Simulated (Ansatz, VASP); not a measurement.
# MnZn in VASP and in Ansatz

File INCAR:

```
PREC = Accurate
ENCUT = 520
EDIFF = 1E-6
ISMEAR = -1
SIGMA = 0.15
LREAL = F
LASPH = T
NELM = 150
ALGO = Normal
ISIF = 2
LWAVE = F
LCHARG = F
ISPIN = 2
MAGMOM = 2.8 0
LORBIT = 11
LMAXMIX = 4
GGA = CA
NBANDS = 24
```

Contents of KPOINTS:

```
Automatic mesh
0
Gamma
  9 9 9
```

Contents of POSCAR:

```
MnZn
1.0
    3.1497756938      0.0000000000      0.0000000000
    0.0000000000      3.1497756938      0.0000000000
    0.0000000000      0.0000000000      3.1497756938
Mn Zn
1 1
Direct
    0.0000000000      0.0000000000      0.0000000000
    0.5000000000      0.5000000000      0.5000000000
```

Input for Ansatz:

```yaml
crystal:
  lattice:
    - [3.1497756937784755, 0.0, 0.0]
    - [0.0, 3.1497756937784755, 0.0]
    - [0.0, 0.0, 3.1497756937784755]
  atoms:
    - { symbol: Mn, position: [0.0, 0.0, 0.0], spin: 2.8 }
    - { symbol: Zn, position: [0.5, 0.5, 0.5] }
kpoints:
  mp_grid:
    grid: [9, 9, 9]
hamiltonian:
  xc: lda
  pseudopotentials:
    kind: all_electron
    lapw: {}
magnetization:
  spin_polarized: true
scf:
  occupations:
    method: fermi_dirac
    width: 0.15
```

Alike in both runs: task single point; functional LDA; k mesh 9 × 9 × 9; occupations fermi-dirac, width 0.15 eV; collinear spin.

|  | VASP | Ansatz |
| --- | --- | --- |
| version | VASP 6.6.1 | Ansatz 0.2.0 |
| potentials or method | VASP PAW LDA potentials, release 64 (Mn_pv, Zn), cutoff 520 eV | all-electron (LAPW or listed datasets) |

|  | VASP | Ansatz | Ansatz less VASP |
| --- | --- | --- | --- |
| net moment per atom (μB) | 1.66 | 1.71 | +0.050 |
| size of the moment on the site where the two differ most (μB) | 3.27 | 3.45 | +0.180 |

LDA's correlation is that of Perdew and Zunger in VASP and of Perdew and Wang (1992) in Ansatz. Site moments also hang on the region over which each program counts them. Ansatz ran all-electron here, and VASP with PAW potentials.
